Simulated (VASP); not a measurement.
# Cr (I4/mmm) in VASP: notebook

Cr is run at these levels: PBE; tasks: single point.

Program: VASP 6.6.1. These are calculated values, not measurements. Logs are shortened: lines on timing, memory, paths and dates and some standing lists are left out, and cuts for length are marked.

**1. The cell of the first run**

Symmetry: I4/mmm, No. 139, tetragonal system. Conventional cell: a = 2.999 Å, b = 2.999 Å, c = 2.653 Å, α = 90.00°, β = 90.00°, γ = 90.00°. Within 3.3 Å of Cr (site symmetry 4/mmm) lie 14 Cr at 2.50 to 3.00 Å.

**2. Single point, PBE (strain +0.040 along x and y, -0.080 along z)**

Input file INCAR:

```
PREC = Accurate ; ENCUT = 520
EDIFF = 1E-6 ; ISMEAR = 0
SIGMA = 0.15 ; LREAL = False
LASPH = True ; NELM = 60
ALGO = Fast ; ISIF = 2
LWAVE = False ; LCHARG = False
GGA = PE ; NBANDS = 12
```

Input file KPOINTS:

```
Automatic mesh
0
Gamma
  24 24 24
```

Input file POSCAR:

```
Cr
1.0
   -1.4996280000      1.4996280000      1.3265940000
    1.4996280000     -1.4996280000      1.3265940000
    1.4996280000      1.4996280000     -1.3265940000
Cr
1
Direct
    0.0000000000      0.0000000000      0.0000000000
```

Potentials or basis: VASP PAW PBE potentials, release 64 (Cr_pv).

The run is started by

```sh
$ cat potpaw_PBE.64/Cr_pv/POTCAR > POTCAR
$ mpirun -np 1 vasp_std > vasp.out
```

OUTCAR:

```text
PREC = Accurate
   ENCUT = 520
   EDIFF = 1E-6
   ISMEAR = 0
   LREAL = False
   LASPH = True
   NELM = 60
   ISIF = 2
   GGA = PE

 ion  position               nearest neighbor table
   1  0.000  0.000  0.000-

  LATTYP: Found a body centered tetragonal cell.
 ALAT       =     2.9992560000
 C/A-ratio  =     0.8846153846

  Lattice vectors:

 A1 = (  -1.4996280000,   1.4996280000,   1.3265940000)
 A2 = (   1.4996280000,  -1.4996280000,   1.3265940000)
 A3 = (   1.4996280000,   1.4996280000,  -1.3265940000)

Analysis of symmetry for initial positions (statically):
=====================================================================
 Subroutine PRICEL returns:
 Original cell was already a primitive cell.

 Routine SETGRP: Setting up the symmetry group for a
 body centered tetragonal supercell.

 Subroutine GETGRP returns: Found 16 space group operations
 (whereof 16 operations were pure point group operations)
 out of a pool of 16 trial point group operations.

The static configuration has the point symmetry D_4h.

Analysis of symmetry for dynamics (positions and initial velocities):
=====================================================================
 Subroutine PRICEL returns:
 Original cell was already a primitive cell.

 Routine SETGRP: Setting up the symmetry group for a
 body centered tetragonal supercell.

 Subroutine GETGRP returns: Found 16 space group operations
 (whereof 16 operations were pure point group operations)
 out of a pool of 16 trial point group operations.

The dynamic configuration has the point symmetry D_4h.

 Subroutine INISYM returns: Found 16 space group operations
 (whereof 16 operations are pure point group operations),
 and found     1 'primitive' translations

----------------------------------------------------------------------------------------

                                     Primitive cell

  volume of cell :      11.9334

  direct lattice vectors                    reciprocal lattice vectors
    -1.499628000  1.499628000  1.326594000     0.000000000  0.333416021  0.376905067
     1.499628000 -1.499628000  1.326594000     0.333416021  0.000000000  0.376905067
     1.499628000  1.499628000 -1.326594000     0.333416021  0.333416021  0.000000000

  length of vectors
     2.501523519  2.501523519  2.501523519     0.503213346  0.503213346  0.471521458

  position of ions in fractional coordinates (direct lattice)
     0.000000000  0.000000000  0.000000000

  ion indices of the primitive-cell ions
[... 82 lines left out ...]
   POTIM  = 0.5000    time-step for ionic-motion
   TEBEG  =    0.0;   TEEND  =   0.0 temperature during run
   PSTRESS=    0.0 pullay stress
   NELECT =      12.0000    total number of electrons
   NUPDOWN=      -1.0000    fix difference up-down
   EMIN   =  10.00;   EMAX   =-10.00  energy-range for DOS
   EFERMI =   0.00;   METHOD = LEGACY
   ISMEAR =     0;   SIGMA  =   0.15  broadening in eV -4-tet -1-fermi 0-gaus
   EFERMI_NEDOS =   21; number of points for ismear=-14 and -15
   IALGO  =     68    algorithm
   IMIX   =      4    mixing-type and parameters
     AMIX     =   0.40;   BMIX     =  1.00
     AMIX_MAG =   1.60;   BMIX_MAG =  1.00
  volume/ion in A,a.u.               =      11.93        80.53
  Fermi-wavevector in a.u.,A,eV,Ry     =   1.640137  3.099410 36.600358  2.690050
  Thomas-Fermi vector in A             =   2.730826
   LORBIT       =      0    0 simple, 1 ext, 2 COOP (PROOUT), +10 PAW based schemes
   GGA     = PE    functional components
   LHFCALC =     F    Hartree Fock is set to
   AEXX    =    0.0000 exact exchange contribution
   IVDW    =     0    specifies the selected vdW correction
   LEPSILON=     F    determine dielectric tensor
   LRPA    =     F    only Hartree local field effects (RPA)
 non-spin polarized calculation
 RMM-DIIS sequential band-by-band and
 Gauss-broadening in eV      SIGMA  =   0.15
  energy-cutoff  :      520.00
  volume of cell :       11.93
 maximum number of plane-waves:       337
   NGX =  9   NGY =  9   NGZ =  9

 number of electron      12.0000003 magnetization

 Free energy of the ion-electron system (eV)
  ---------------------------------------------------
  ext. energy  EPLUGINS =         0.00000000
  ---------------------------------------------------
  free energy    TOTEN  =        -9.39127292 eV

  energy without entropy =       -9.38023817  energy(sigma->0) =       -9.38575554

 E-fermi :  10.5085     XC(G=0): -13.4798

 val. band max:       10.5084004239   @ k =  -0.3750   0.4167   0.2500
 cond. band min:      10.5112462070   @ k =  -0.4583   0.5000   0.2500
 fundamental gap:      0.0028457831
 Fermi energy:        10.5084602344

 k-point     1 :       0.0000    0.0000    0.0000
  band No.  band energies     occupation
      1     -32.2500      2.00000
      2     -32.2500      2.00000
      3     -32.1561      2.00000
      4       2.7838      2.00000
      5       9.0419      2.00000
      6      10.1098      1.99983
      7      10.1098      1.99983
      8      10.9715      0.00001
      9      12.0583      0.00000
     10      17.6481      0.00000
     11      31.6604      0.00000
     12      31.6604      0.00000
[... 331 lines left out ...]
 k-point    24 :       0.4583    0.0417    0.0000
  band No.  band energies     occupation
      1     -33.0266      2.00000
      2     -32.5228      2.00000
      3     -32.2745      2.00000
      4       6.2854      2.00000
      5       7.8705      2.00000
      6      11.3437      0.00000
      7      11.8409      0.00000
      8      12.6511      0.00000
      9      13.4117      0.00000
     10      17.6408      0.00000
     11      20.6105      0.00000
     12      26.8307      0.00000

 [... further k-points ...]

------------------------ aborting loop because EDIFF is reached ----------------------------------------

  FORCE on cell =-STRESS in cart. coord.  units (eV):
  Direction    XX          YY          ZZ          XY          YZ          ZX
  --------------------------------------------------------------------------------------
  -------------------------------------------------------------------------------------
  Total       -1.3474779     -1.3474779      1.3429625      0.0000000      0.0000000      0.0000000
  in kB     -180.9118992   -180.9118992    180.3056599      0.0000000      0.0000000      0.0000000
  external PRESSURE =     -60.5060462 kB  Pullay stress =       0.0000000 kB

 VOLUME and BASIS-vectors are now :
 -----------------------------------------------------------------------------
  energy-cutoff  :      520.00
  volume of cell :       11.93
      direct lattice vectors                 reciprocal lattice vectors
    -1.499628000  1.499628000  1.326594000     0.000000000  0.333416021  0.376905067
     1.499628000 -1.499628000  1.326594000     0.333416021  0.000000000  0.376905067
     1.499628000  1.499628000 -1.326594000     0.333416021  0.333416021  0.000000000

 POSITION                                       TOTAL-FORCE (eV/Angst)
 -----------------------------------------------------------------------------------
      0.00000      0.00000      0.00000         0.000000     -0.000000      0.000000
 -----------------------------------------------------------------------------------
    total drift:                                0.000000     -0.000000      0.000000

  FREE ENERGIE OF THE ION-ELECTRON SYSTEM (eV)
  ---------------------------------------------------
  free  energy   TOTEN  =        -9.3912729181 eV

  energy  without entropy=       -9.3802381695  energy(sigma->0) =       -9.38575554
```

stdout:

```text
POSCAR found type information on POSCAR Cr
 POSCAR found :  1 types and       1 ions
 scaLAPACK will be used
 LDA part: xc-table for (Slater+PW92), standard interpolation
 POSCAR, INCAR and KPOINTS ok, starting setup
 FFT: planning ... GRIDC
 FFT: planning ... GRID_SOFT
 FFT: planning ... GRID
 WAVECAR not read
 entering main loop
WARNING in EDDRMM: call to ZHEGV failed, returncode =   6  3     10
WARNING in EDDRMM: call to ZHEGV failed, returncode =   6  3     10
```

Wall time 59 s (1 thread of Intel Xeon 6975P-C (Granite Rapids), shared host); peak memory 0.25 GiB.

Results:

| Property | Result |
| --- | --- |
| Free energy | -9.3913 eV |
| Pressure | -6.1 GPa |
| Band gap on the k mesh | zero (band 6 reaches 12.83 eV, above the bottom of band 7 at 9.74 eV) |

Caveat: the cell differs from its parent crystal (strain +0.040 along x and y, -0.080 along z); the run has no spin polarisation, though such a crystal can be magnetic. Spin polarisation is off, so any magnetic state and its effect on volume and gap are missing.

**3. Single point, PBE (strain -0.080 along x and y, +0.040 along z)**

Input file INCAR:

```
SYSTEM = Cr
PREC = Accurate
ENCUT = 520
EDIFF = 1E-7
ISMEAR = 0
SIGMA = 0.15
LREAL = .FALSE.
LASPH = .TRUE.
NELM = 60
ALGO = Normal
ISIF = 2
LWAVE = .FALSE.
LCHARG = .FALSE.
GGA = PE
NBANDS = 12
```

Input file KPOINTS:

```
regular mesh
0
G
  24 24 24
  0 0 0
```

Input file POSCAR:

```
Cr
1.0
   -1.3265940000      1.3265940000      1.4996280000
    1.3265940000     -1.3265940000      1.4996280000
    1.3265940000      1.3265940000     -1.4996280000
Cr
1
Direct
    0.0000000000      0.0000000000      0.0000000000
```

Potentials or basis: VASP PAW PBE potentials, release 64 (Cr_pv).

The run is started by

```sh
$ cat potpaw_PBE.64/Cr_pv/POTCAR > POTCAR
$ mpirun -np 1 vasp_std > vasp.out
```

It took 42 s on 1 thread of Intel Xeon 6975P-C (Granite Rapids), shared host; peak memory 0.23 GiB.

It converged, with:

| Property | Result |
| --- | --- |
| Free energy | -9.3148 eV |
| Pressure | 30.2 GPa |
| Band gap on the k mesh | zero (band 6 reaches 14.95 eV, above the bottom of band 7 at 11.54 eV) |

Stress tensor (GPa, compression positive):
```
44.32  0.00  0.00
 0.00 44.32  0.00
 0.00  0.00  1.83
```

Levels at points of the mesh, in eV from the Fermi level:
```tsv
k point	band 2	band 3	band 4	band 5	band 6	band 7	band 8	band 9	band 10	band 11
(0.00, 0.00, 0.00)	-42.57	-42.57	-8.18	-1.26	-1.26	-0.25	0.58	1.68	7.19	21.36
(0.50, 0.00, 0.00)	-42.89	-42.59	-4.83	-2.27	0.46	1.04	1.92	3.08	7.19	10.72
(0.50, 0.50, 0.00)	-43.03	-42.68	-5.03	-3.56	2.01	2.10	2.23	3.30	7.19	11.92
(0.50, 0.50, 0.50)	-43.27	-43.27	-5.09	-4.67	2.62	2.88	2.88	7.19	8.51	13.07
```

Caveat: the cell differs from its parent crystal (strain -0.080 along x and y, +0.040 along z); the run has no spin polarisation, though such a crystal can be magnetic.

**4. Single point, PBE (strain +0.040 along x and y, -0.040 along z)**

Input file INCAR:

```
SYSTEM = Cr
PREC = Accurate ; ENCUT = 520
EDIFF = 1E-7 ; ISMEAR = 0
SIGMA = 0.15 ; LREAL = .False.
LASPH = .True. ; NELM = 80
ALGO = Fast ; ISIF = 2
LWAVE = .False. ; LCHARG = .False.
GGA = PE ; NBANDS = 12
```

Input file KPOINTS:

```
regular mesh
0
Gamma
  24 24 24
  0 0 0
```

Input file POSCAR:

```
Cr
1.0
   -1.4996280000      1.4996280000      1.3842720000
    1.4996280000     -1.4996280000      1.3842720000
    1.4996280000      1.4996280000     -1.3842720000
Cr
1
Direct
    0.0000000000      0.0000000000      0.0000000000
```

The run is started by

```sh
$ cat potpaw_PBE.64/Cr_pv/POTCAR > POTCAR
$ mpirun -np 1 vasp_std > vasp.out
```

Wall time 57 s (1 thread of Intel Xeon Platinum 8559C (Emerald Rapids), shared host); peak memory 0.25 GiB.

It converged, with:

```
Free energy            : -9.4196 eV
Pressure               : -15.9 GPa
Band gap on the k mesh : zero (band 6 reaches 12.10 eV, above the bottom of band 7 at 9.21 eV)
```

Stress tensor (GPa, compression positive):
```
-23.67   0.00   0.00
  0.00 -23.67   0.00
  0.00   0.00  -0.47
```

Levels at points of the mesh, in eV from the Fermi level:
```tsv
k point	band 3	band 4	band 5	band 6	band 7	band 8	band 9	band 10
(0.00, 0.00, 0.00)	-42.78	-7.57	-1.21	-0.57	-0.57	0.67	1.32	7.08
(0.50, 0.00, 0.00)	-42.83	-4.07	-2.42	1.01	1.22	1.68	2.54	7.07
(0.50, 0.50, 0.00)	-42.81	-4.04	-1.69	0.51	0.58	1.14	2.49	7.07
(0.50, 0.50, 0.50)	-43.20	-3.97	-3.75	2.17	2.17	2.29	7.08	9.03
```

Caveat: the cell differs from its parent crystal (strain +0.040 along x and y, -0.040 along z); the run has no spin polarisation, though such a crystal can be magnetic.

[end of part 1 of 2]
